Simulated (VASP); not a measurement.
# ScF3 (Pm-3m) in VASP: further runs

Runs on ScF3. Level: LDA. Tasks: electric field gradients.

All numbers are computed with VASP 6.6.1; they aren't measurements. Logs are shortened: lines on timing, memory, paths and dates and some standing lists are left out, and cuts for length are marked.

## 1. The cell of the first run

It takes space group Pm-3m (No. 221, cubic). Conventional cell: a = 3.999 Å, b = 3.999 Å, c = 3.999 Å, α = 90.00°, β = 90.00°, γ = 90.00°. Sc (site symmetry m-3m) has 6 F at 2.00 Å within 2.6 Å. Within 2.6 Å of F (site symmetry 4/mmm) lie 2 Sc at 2.00 Å.

## 2. Electric field gradients, LDA (volume scaled by 0.99)

Contents of INCAR:

```
PREC = Accurate ; ENCUT = 520
EDIFF = 1E-8 ; ISMEAR = -1
SIGMA = 0.02 ; LREAL = False
LASPH = True ; NELM = 60
ALGO = Normal ; ISIF = 2
LWAVE = False ; LCHARG = False
LEFG = True ; NBANDS = 24
```

Contents of KPOINTS:

```
regular mesh
0
Gamma
  6 6 6
```

Contents of POSCAR:

```
ScF3
1.0
    3.9990303345      0.0000000000      0.0000000000
    0.0000000000      3.9990303345      0.0000000000
    0.0000000000      0.0000000000      3.9990303345
Sc F
1 3
Direct
    0.0000000000      0.0000000000      0.0000000000
    0.5000000000      0.0000000000      0.0000000000
    0.0000000000      0.5000000000      0.0000000000
    0.0000000000      0.0000000000      0.5000000000
```

Potentials or basis: VASP PAW LDA potentials, release 64 (Sc_sv, F).

Command:

```bash
$ cat potpaw_LDA.64/Sc_sv/POTCAR potpaw_LDA.64/F/POTCAR > POTCAR
$ mpirun -np 1 vasp_std > vasp.out
```

OUTCAR:

```text
PREC = Accurate
   ENCUT = 520
   EDIFF = 1E-8
   ISMEAR = -1
   LREAL = False
   LASPH = True
   NELM = 60
   ISIF = 2

 ion  position               nearest neighbor table
   1  0.000  0.000  0.000-   2 2.00   3 2.00   4 2.00   4 2.00   3 2.00   2 2.00
   2  0.500  0.000  0.000-   1 2.00   1 2.00
   3  0.000  0.500  0.000-   1 2.00   1 2.00
   4  0.000  0.000  0.500-   1 2.00   1 2.00

  LATTYP: Found a simple cubic cell.
 ALAT       =     3.9990303345

  Lattice vectors:

 A1 = (   3.9990303345,   0.0000000000,   0.0000000000)
 A2 = (   0.0000000000,   3.9990303345,   0.0000000000)
 A3 = (   0.0000000000,   0.0000000000,   3.9990303345)

Analysis of symmetry for initial positions (statically):
=====================================================================
 Subroutine PRICEL returns:
 Original cell was already a primitive cell.

 Routine SETGRP: Setting up the symmetry group for a
 simple cubic supercell.

 Subroutine GETGRP returns: Found 48 space group operations
 (whereof 48 operations were pure point group operations)
 out of a pool of 48 trial point group operations.

The static configuration has the point symmetry O_h .

Analysis of symmetry for dynamics (positions and initial velocities):
=====================================================================
 Subroutine PRICEL returns:
 Original cell was already a primitive cell.

 Routine SETGRP: Setting up the symmetry group for a
 simple cubic supercell.

 Subroutine GETGRP returns: Found 48 space group operations
 (whereof 48 operations were pure point group operations)
 out of a pool of 48 trial point group operations.

The dynamic configuration has the point symmetry O_h .

 Subroutine INISYM returns: Found 48 space group operations
 (whereof 48 operations are pure point group operations),
 and found     1 'primitive' translations

----------------------------------------------------------------------------------------

                                     Primitive cell

  volume of cell :      63.9535

  direct lattice vectors                    reciprocal lattice vectors
     3.999030335  0.000000000  0.000000000     0.250060619  0.000000000  0.000000000
     0.000000000  3.999030335  0.000000000     0.000000000  0.250060619  0.000000000
     0.000000000  0.000000000  3.999030335     0.000000000  0.000000000  0.250060619

  length of vectors
     3.999030335  3.999030335  3.999030335     0.250060619  0.250060619  0.250060619

  position of ions in fractional coordinates (direct lattice)
     0.000000000  0.000000000  0.000000000
     0.500000000  0.000000000  0.000000000
     0.000000000  0.500000000  0.000000000
     0.000000000  0.000000000  0.500000000

  ion indices of the primitive-cell ions
   primitive index   ion index
                 1           1
                 2           2
                 3           3
                 4           4

----------------------------------------------------------------------------------------

 KPOINTS: regular mesh

Automatic generation of k-mesh.
 Grid dimensions read from file:
 generate k-points for:    6    6    6

 Generating k-lattice:

  Cartesian coordinates                     Fractional coordinates (reciprocal lattice)
     0.041676770  0.000000000  0.000000000     0.166666667  0.000000000  0.000000000
     0.000000000  0.041676770  0.000000000     0.000000000  0.166666667  0.000000000
     0.000000000  0.000000000  0.041676770     0.000000000  0.000000000  0.166666667

  Length of vectors
     0.041676770  0.041676770  0.041676770

  Shift w.r.t. Gamma in fractional coordinates (k-lattice)
     0.000000000  0.000000000  0.000000000

 Subroutine IBZKPT returns following result:
 ===========================================

 Found     20 irreducible k-points:

 Following reciprocal coordinates:
            Coordinates               Weight
  0.000000  0.000000  0.000000      1.000000
  0.166667  0.000000  0.000000      6.000000
  0.333333  0.000000  0.000000      6.000000
  0.500000  0.000000  0.000000      3.000000
  0.166667  0.166667  0.000000     12.000000
  0.333333  0.166667  0.000000     24.000000
[... 12 lines left out ...]
  0.500000  0.500000  0.333333      6.000000
  0.500000  0.500000  0.500000      1.000000
   k-points           NKPTS =     20   k-points in BZ     NKDIM =     20   number of bands    NBANDS=     24
   number of dos      NEDOS =    301   number of ions     NIONS =      4
   total plane-waves  NPLWV =  27000
   dimension x,y,z NGX =    30 NGY =   30 NGZ =   30
   dimension x,y,z NGXF=    60 NGYF=   60 NGZF=   60
   ions per type =               1   3
   NGX,Y,Z   is equivalent  to a cutoff of  12.47, 12.47, 12.47 a.u.
   NGXF,Y,Z  is equivalent  to a cutoff of  24.94, 24.94, 24.94 a.u.
 SYSTEM =  unknown system
   PREC   = accura    normal or accurate (medium, high low for compatibility)
   ISTART =      0    job   : 0-new  1-cont  2-samecut
   ICHARG =      2    charge: 1-file 2-atom 10-const
   ISPIN  =      1    spin polarized calculation?
   LNONCOLLINEAR =      F non collinear calculations
   LSORBIT =      F    spin-orbit coupling
   LASPH  =      T    aspherical Exc in radial PAW
   ENCUT  =  520.0 eV  38.22 Ry    6.18 a.u.   7.44  7.44  7.44*2*pi/ulx,y,z
   NELM   =     60;   NELMIN=  2; NELMDL= -5     # of ELM steps
   EDIFF  = 0.1E-07   stopping-criterion for ELM
   LREAL  =      F    real-space projection
   EDIFFG = 0.1E-06   stopping-criterion for IOM
   NSW    =      0    number of steps for IOM
   IBRION =     -1    ionic relax: 0-MD 1-quasi-New 2-CG
   NFREE  =      0    steps in history (QN), initial steepest desc. (CG)
   ISIF   =      2    stress and relaxation
   ISYM   =      2    0-nonsym 1-usesym 2-fastsym
   POTIM  = 0.5000    time-step for ionic-motion
   TEBEG  =    0.0;   TEEND  =   0.0 temperature during run
   PSTRESS=    0.0 pullay stress
   NELECT =      32.0000    total number of electrons
   NUPDOWN=      -1.0000    fix difference up-down
   EMIN   =  10.00;   EMAX   =-10.00  energy-range for DOS
   EFERMI =   0.00;   METHOD = LEGACY
   ISMEAR =    -1;   SIGMA  =   0.02  broadening in eV -4-tet -1-fermi 0-gaus
   EFERMI_NEDOS =   21; number of points for ismear=-14 and -15
   IALGO  =     38    algorithm
   IMIX   =      4    mixing-type and parameters
     AMIX     =   0.40;   BMIX     =  1.00
     AMIX_MAG =   1.60;   BMIX_MAG =  1.00
  volume/ion in A,a.u.               =      15.99       107.89
  Fermi-wavevector in a.u.,A,eV,Ry     =   1.299681  2.456041 22.982565  1.689171
  Thomas-Fermi vector in A             =   2.430929
   LORBIT       =      0    0 simple, 1 ext, 2 COOP (PROOUT), +10 PAW based schemes
   GGA     = CA    functional components
   LHFCALC =     F    Hartree Fock is set to
   AEXX    =    0.0000 exact exchange contribution
   IVDW    =     0    specifies the selected vdW correction
   LEPSILON=     F    determine dielectric tensor
   LRPA    =     F    only Hartree local field effects (RPA)
 non-spin polarized calculation
  energy-cutoff  :      520.00
  volume of cell :       63.95
 maximum number of plane-waves:      1750
 NGX is ok and might be reduce to    30
   NGX = 15   NGY = 15   NGZ = 15

 number of electron      31.9999966 magnetization

 Free energy of the ion-electron system (eV)
  ---------------------------------------------------
  ext. energy  EPLUGINS =         0.00000000
  ---------------------------------------------------
  free energy    TOTEN  =       -29.58549816 eV

  energy without entropy =      -29.58549816  energy(sigma->0) =      -29.58549816

 E-fermi :  -3.2052     XC(G=0):  -8.9179

 val. band max:       -3.8156348133   @ k =   0.5000   0.5000   0.5000
 cond. band min:       2.4195106005   @ k =   0.0000   0.0000   0.0000
 fundamental gap:      6.2351454138
 Fermi energy:        -3.2051718926

 k-point     1 :       0.0000    0.0000    0.0000
  band No.  band energies     occupation
      1     -49.0260      2.00000
      2     -28.0739      2.00000
      3     -28.0739      2.00000
      4     -28.0739      2.00000
      5     -23.4947      2.00000
      6     -23.2111      2.00000
[... 529 lines left out ...]
     23      11.2027      0.00000
     24      11.2028      0.00000

------------------------ aborting loop because EDIFF is reached ----------------------------------------

  FORCE on cell =-STRESS in cart. coord.  units (eV):
  Direction    XX          YY          ZZ          XY          YZ          ZX
  --------------------------------------------------------------------------------------
  -------------------------------------------------------------------------------------
  Total       -0.5264138     -0.5264138     -0.5264138      0.0000000     -0.0000000     -0.0000000
  in kB      -13.1878421    -13.1878421    -13.1878421      0.0000000     -0.0000000     -0.0000000
  external PRESSURE =     -13.1878421 kB  Pullay stress =       0.0000000 kB

 VOLUME and BASIS-vectors are now :
 -----------------------------------------------------------------------------
  energy-cutoff  :      520.00
  volume of cell :       63.95
      direct lattice vectors                 reciprocal lattice vectors
     3.999030335  0.000000000  0.000000000     0.250060619  0.000000000  0.000000000
     0.000000000  3.999030335  0.000000000     0.000000000  0.250060619  0.000000000
     0.000000000  0.000000000  3.999030335     0.000000000  0.000000000  0.250060619

 POSITION                                       TOTAL-FORCE (eV/Angst)
 -----------------------------------------------------------------------------------
      0.00000      0.00000      0.00000         0.000000      0.000000      0.000000
      1.99952      0.00000      0.00000         0.000000      0.000000      0.000000
      0.00000      1.99952      0.00000         0.000000      0.000000      0.000000
      0.00000      0.00000      1.99952         0.000000      0.000000      0.000000
 -----------------------------------------------------------------------------------
    total drift:                               -0.000000      0.000000      0.000000

  FREE ENERGIE OF THE ION-ELECTRON SYSTEM (eV)
  ---------------------------------------------------
  free  energy   TOTEN  =       -29.5854981573 eV

  energy  without entropy=      -29.5854981573  energy(sigma->0) =      -29.58549816

 Electric field gradients (V/A^2)
---------------------------------------------------------------------
 ion       V_xx      V_yy      V_zz      V_xy      V_xz      V_yz
---------------------------------------------------------------------
   1      -0.000    -0.000    -0.000    -0.000     0.000     0.000
   2      54.126   -27.063   -27.063     0.000     0.000    -0.000
   3     -27.063    54.126   -27.063    -0.000     0.000    -0.000
   4     -27.063   -27.063    54.126    -0.000     0.000     0.000
---------------------------------------------------------------------

 Electric field gradients after diagonalization (V/A^2)
 (convention: |V_zz| > |V_xx| > |V_yy|)
----------------------------------------------------------------------
 ion       V_xx      V_yy      V_zz     asymmetry (V_yy - V_xx)/ V_zz
----------------------------------------------------------------------
   1      -0.000    -0.000    -0.000      -0.227
   2     -27.063   -27.063    54.126       0.000
   3     -27.063   -27.063    54.126       0.000
   4     -27.063   -27.063    54.126       0.000
----------------------------------------------------------------------

           NMR quadrupolar parameters

 Cq : quadrupolar parameter    Cq=e*Q*V_zz/h
 eta: asymmetry parameters     (V_yy - V_xx)/ V_zz
 Q  : nuclear electric quadrupole moment in mb (millibarn)
----------------------------------------------------------------------
 ion       Cq(MHz)       eta       Q (mb)
----------------------------------------------------------------------
   1      -0.000      -0.227       1.000
   2       0.131       0.000       1.000
   3       0.131       0.000       1.000
   4       0.131       0.000       1.000
----------------------------------------------------------------------
```

It took 20 s on 1 thread of AMD EPYC 7R13 (Zen 3), shared host; peak memory 0.13 GiB.

What came out:

* Free energy: -29.5855 eV
* Pressure: -1.3 GPa
* Band gap on the k mesh: 6.24 eV, indirect (least direct gap 6.77 eV)

Electric field gradients, principal values (V/Å²):
| atom | least | middle | greatest (by size) |
| --- | --- | --- | --- |
| 1 Sc | 0.000 | 0.000 | 0.000 |
| 2 F | -27.063 | -27.063 | 54.126 |
| 3 F | -27.063 | -27.063 | 54.126 |
| 4 F | -27.063 | -27.063 | 54.126 |

Caveat: without QUAD_EFG the Cq values of the log hold for a quadrupole moment of 1 mb, not for the nuclei.

## 3. Electric field gradients, LDA (volume scaled by 0.99)

Contents of INCAR:

```
PREC = Accurate
ENCUT = 520
EDIFF = 1E-8
ISMEAR = -1
SIGMA = 0.02
LREAL = False
LASPH = True
NELM = 60
ALGO = Normal
ISIF = 2
LWAVE = False
LCHARG = False
GGA = CA
LEFG = True
NBANDS = 24
```

KPOINTS is that of step 2.

POSCAR is that of step 2.

Potentials or basis: VASP PAW LDA potentials, release 64 (Sc_sv, F).

Command:

```bash
$ cat potpaw_LDA.64/Sc_sv/POTCAR potpaw_LDA.64/F/POTCAR > POTCAR
$ mpirun -np 1 vasp_std > vasp.out
```

OUTCAR:

```text
PREC = Accurate
   ENCUT = 520
   EDIFF = 1E-8
   ISMEAR = -1
   LREAL = False
   LASPH = True
   NELM = 60
   ISIF = 2
   GGA = CA

 ion  position               nearest neighbor table
   1  0.000  0.000  0.000-   2 2.00   3 2.00   4 2.00   4 2.00   3 2.00   2 2.00
   2  0.500  0.000  0.000-   1 2.00   1 2.00
   3  0.000  0.500  0.000-   1 2.00   1 2.00
   4  0.000  0.000  0.500-   1 2.00   1 2.00

  LATTYP: Found a simple cubic cell.
 ALAT       =     3.9990303345

  Lattice vectors:

 A1 = (   3.9990303345,   0.0000000000,   0.0000000000)
 A2 = (   0.0000000000,   3.9990303345,   0.0000000000)
 A3 = (   0.0000000000,   0.0000000000,   3.9990303345)

Analysis of symmetry for initial positions (statically):
=====================================================================
 Subroutine PRICEL returns:
 Original cell was already a primitive cell.

 Routine SETGRP: Setting up the symmetry group for a
 simple cubic supercell.
[... 734 lines left out ...]
      0.00000      0.00000      0.00000         0.000000      0.000000      0.000000
      1.99952      0.00000      0.00000         0.000000      0.000000      0.000000
      0.00000      1.99952      0.00000         0.000000      0.000000      0.000000
      0.00000      0.00000      1.99952         0.000000      0.000000      0.000000
 -----------------------------------------------------------------------------------
    total drift:                               -0.000000      0.000000      0.000000

  FREE ENERGIE OF THE ION-ELECTRON SYSTEM (eV)
  ---------------------------------------------------
  free  energy   TOTEN  =       -29.5854981573 eV

  energy  without entropy=      -29.5854981573  energy(sigma->0) =      -29.58549816

 Electric field gradients (V/A^2)
---------------------------------------------------------------------
 ion       V_xx      V_yy      V_zz      V_xy      V_xz      V_yz
---------------------------------------------------------------------
   1      -0.000    -0.000    -0.000    -0.000     0.000     0.000
   2      54.126   -27.063   -27.063     0.000     0.000    -0.000
   3     -27.063    54.126   -27.063    -0.000     0.000    -0.000
   4     -27.063   -27.063    54.126    -0.000     0.000     0.000
---------------------------------------------------------------------

 Electric field gradients after diagonalization (V/A^2)
 (convention: |V_zz| > |V_xx| > |V_yy|)
----------------------------------------------------------------------
 ion       V_xx      V_yy      V_zz     asymmetry (V_yy - V_xx)/ V_zz
----------------------------------------------------------------------
   1      -0.000    -0.000    -0.000      -0.227
   2     -27.063   -27.063    54.126       0.000
   3     -27.063   -27.063    54.126       0.000
   4     -27.063   -27.063    54.126       0.000
----------------------------------------------------------------------

           NMR quadrupolar parameters

 Cq : quadrupolar parameter    Cq=e*Q*V_zz/h
 eta: asymmetry parameters     (V_yy - V_xx)/ V_zz
 Q  : nuclear electric quadrupole moment in mb (millibarn)
----------------------------------------------------------------------
 ion       Cq(MHz)       eta       Q (mb)
----------------------------------------------------------------------
   1      -0.000      -0.227       1.000
   2       0.131       0.000       1.000
   3       0.131       0.000       1.000
   4       0.131       0.000       1.000
----------------------------------------------------------------------
```

OSZICAR:

```text
N       E                     dE             d eps       ncg     rms          rms(c)
DAV:   1     0.400261969308E+03    0.40026E+03   -0.15264E+04   960   0.138E+03
DAV:   2    -0.134884912578E+01   -0.40161E+03   -0.37881E+03  1320   0.433E+02
DAV:   3    -0.335286150623E+02   -0.32180E+02   -0.31955E+02  1392   0.149E+02
DAV:   4    -0.340066827006E+02   -0.47807E+00   -0.47785E+00  1128   0.167E+01
DAV:   5    -0.340290364206E+02   -0.22354E-01   -0.22353E-01  1328   0.370E+00    0.166E+01
DAV:   6    -0.297529392090E+02    0.42761E+01   -0.12193E+01  1424   0.479E+01    0.753E+00
DAV:   7    -0.296483270282E+02    0.10461E+00   -0.79649E-01  1192   0.647E+00    0.433E+00
DAV:   8    -0.295935867608E+02    0.54740E-01   -0.25878E-01  1456   0.541E+00    0.794E-01
DAV:   9    -0.295978338189E+02   -0.42471E-02   -0.18075E-01  1208   0.299E+00    0.111E+00
DAV:  10    -0.295855466863E+02    0.12287E-01   -0.63884E-02  1368   0.212E+00    0.131E-01
DAV:  11    -0.295856142491E+02   -0.67563E-04   -0.25910E-03  1352   0.768E-01    0.103E-01
DAV:  12    -0.295854953572E+02    0.11889E-03   -0.32904E-04  1288   0.337E-01    0.140E-02
DAV:  13    -0.295855032839E+02   -0.79268E-05   -0.31400E-05  1408   0.509E-02    0.183E-02
DAV:  14    -0.295854982700E+02    0.50139E-05   -0.28139E-05  1344   0.556E-02    0.321E-03
DAV:  15    -0.295854981724E+02    0.97538E-07   -0.12556E-06  1376   0.148E-02    0.102E-03
DAV:  16    -0.295854981598E+02    0.12673E-07   -0.30216E-08  1056   0.241E-03    0.436E-04
DAV:  17    -0.295854981573E+02    0.24602E-08   -0.19196E-08   816   0.139E-03
   1 F= -.29585498E+02 E0= -.29585498E+02  d E =-.529065E-14
```

stdout:

```text
POSCAR found type information on POSCAR ScF
 POSCAR found :  2 types and       4 ions
 scaLAPACK will be used
 LDA part: xc-table for (Slater(with rela. corr.)+CA(PZ))
 , standard interpolation
 POSCAR, INCAR and KPOINTS ok, starting setup
 FFT: planning ... GRIDC
 FFT: planning ... GRID_SOFT
 FFT: planning ... GRID
 WAVECAR not read
 entering main loop
ion   1

ion   2

ion   3

ion   4
```

Wall time 20 s (1 thread of AMD EPYC 7R13 (Zen 3), shared host); peak memory 0.13 GiB.

What came out:

```yaml
Free_energy: -29.5855 eV
Pressure: -1.3 GPa
Band_gap_on_the_k_mesh: 6.24 eV, indirect (least direct gap 6.77 eV)
```

Electric field gradients, principal values (V/Å²):
```tsv
atom	least	middle	greatest (by size)
1 Sc	0.000	0.000	0.000
2 F	-27.063	-27.063	54.126
3 F	-27.063	-27.063	54.126
4 F	-27.063	-27.063	54.126
```

Caveat: without QUAD_EFG the Cq values of the log hold for a quadrupole moment of 1 mb, not for the nuclei.
